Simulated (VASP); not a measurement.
A run of VASP 6.6.1 is set up as follows.

The input INCAR:

```
ALGO = Normal
EDIFF = 1E-6
ENCUT = 520
GGA = PE
ISIF = 2
ISMEAR = 0
LASPH = T
LCHARG = F
LREAL = F
LWAVE = F
NBANDS = 31
NELM = 100
PREC = Accurate
SIGMA = 0.1
```

KPOINTS

```
k-points
0
Gamma
  4 4 4
```

The input POSCAR:

```
Be3CdS4
1.0
    5.1668664639      0.0000000000      0.0000000000
    0.0000000000      5.1668664639      0.0000000000
   -2.5834332319     -2.5834332319      5.0645272927
Be Cd S
3 1 4
Direct
    0.7500000000      0.2500000000      0.5000000000
    0.2500000000      0.7500000000      0.5000000000
    0.5000000000      0.5000000000      0.0000000000
    0.0000000000      0.0000000000      0.0000000000
    0.5809652873      0.5809652873      0.7241592960
    0.1431940087      0.1431940087      0.7241592960
    0.4190347127      0.8568059913      0.2758407040
    0.8568059913      0.4190347127      0.2758407040
```

Potentials or basis: VASP PAW PBE potentials, release 64 (Be, Cd, S).

Command:

```sh
$ cat potpaw_PBE.64/Be/POTCAR potpaw_PBE.64/Cd/POTCAR potpaw_PBE.64/S/POTCAR > POTCAR
$ mpirun -np 1 vasp_std > vasp.out
```

Predict the pressure.

0.1 GPa.

What does it give for the band gap on the k mesh?

3.21 eV.

Predict the largest force.

0.039 eV/Å.

Forces on the atoms (eV/Å):
```
Be   0.000  0.000  0.000
Be   0.000  0.000  0.000
Be   0.000  0.000  0.000
Cd   0.000  0.000  0.000
S   -0.022 -0.022 -0.024
S    0.022  0.022 -0.024
S    0.022 -0.022  0.024
S   -0.022  0.022  0.024
```

A k mesh can miss the band edges.
